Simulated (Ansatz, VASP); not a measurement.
SiO2 in VASP and in Ansatz

File INCAR:

```
SYSTEM = SiO2
  PREC = Accurate
  ENCUT = 600
  EDIFF = 1E-7
  ISMEAR = 0
  SIGMA = 0.02
  LREAL = .FALSE.
  LASPH = .TRUE.
  NELM = 120
  ALGO = Normal
  ISIF = 3
  LWAVE = .FALSE.
  LCHARG = .FALSE.
  IBRION = 2
  NSW = 100
  EDIFFG = -0.002
  GGA_COMPAT = .FALSE.
  NELMIN = 4
```

KPOINTS

```
regular mesh
0
G
  6 6 6
  0 0 0
```

File POSCAR:

```
SiO2
1.0
    4.9877000000      0.0000000000      0.0000000000
    0.0000000000      4.9877000000      0.0000000000
    0.0000000000      0.0000000000      6.9697000000
Si O
4 8
Direct
    0.2949000000      0.2949000000      0.0000000000
    0.2051000000      0.7949000000      0.2500000000
    0.7051000000      0.7051000000      0.5000000000
    0.7949000000      0.2051000000      0.7500000000
    0.2416000000      0.0968000000      0.1747000000
    0.4032000000      0.7416000000      0.4247000000
    0.7584000000      0.9032000000      0.6747000000
    0.5968000000      0.2584000000      0.9247000000
    0.7416000000      0.4032000000      0.5753000000
    0.9032000000      0.7584000000      0.3253000000
    0.2584000000      0.5968000000      0.0753000000
    0.0968000000      0.2416000000      0.8253000000
```

Input for Ansatz:

```yaml
crystal:
  lattice:
    - [4.9877, 0.0, 0.0]
    - [0.0, 4.9877, 0.0]
    - [0.0, 0.0, 6.9697]
  atoms:
    - { symbol: Si, position: [0.2949, 0.2949, 0.0] }
    - { symbol: Si, position: [0.2051, 0.7949, 0.25] }
    - { symbol: Si, position: [0.7051, 0.7051, 0.5] }
    - { symbol: Si, position: [0.7949, 0.2051, 0.75] }
    - { symbol: O, position: [0.2416, 0.0968, 0.1747] }
    - { symbol: O, position: [0.4032, 0.7416, 0.4247] }
    - { symbol: O, position: [0.7584, 0.9032, 0.6747] }
    - { symbol: O, position: [0.5968, 0.2584, 0.9247] }
    - { symbol: O, position: [0.7416, 0.4032, 0.5753] }
    - { symbol: O, position: [0.9032, 0.7584, 0.3253] }
    - { symbol: O, position: [0.2584, 0.5968, 0.0753] }
    - { symbol: O, position: [0.0968, 0.2416, 0.8253] }
basis:
  ecutwfc: 420
kpoints:
  mp_grid: { grid: [6, 6, 6] }
hamiltonian:
  xc: lda
  pseudopotentials: { kind: paw, azcp: { folder: soft_1 } }
scf:
  occupations: { method: gaussian, width: 0.02 }
output:
  forces: true
  stress: true
  eigenvalues: true
relax:
  adjacent_minimum: "off"
  f_tol: 0.002
  max_steps: 80
  cell: { stress_tol: 0.02 }
```

Alike in both runs: task relaxation of cell and atoms; functional LDA; k mesh 6 × 6 × 6; occupations gaussian, width 0.02 eV; no spin polarisation.

```csv
,VASP,Ansatz
version,VASP 6.6.1,Ansatz 0.2.0
potentials or method,"VASP PAW LDA potentials, release 64 (Si, O), cutoff 600 eV","scalar-relativistic, plane waves, PAW"
valence electrons in the cell,64,64
```

```tsv
	VASP	Ansatz	Ansatz less VASP
gap on the k mesh at the Fermi level, each at its own relaxed structure (eV)	5.57	5.55	-0.015
relaxed volume (Å³/atom)	13.83	13.99	+0.166
relaxed length of the cell vector where the two differ most in proportion (Å)	6.833	6.870	+0.0364
```

Ansatz warns that its potentials were made for another functional, while VASP's fit it. LDA's correlation is that of Perdew and Zunger in VASP and of Perdew and Wang (1992) in Ansatz.
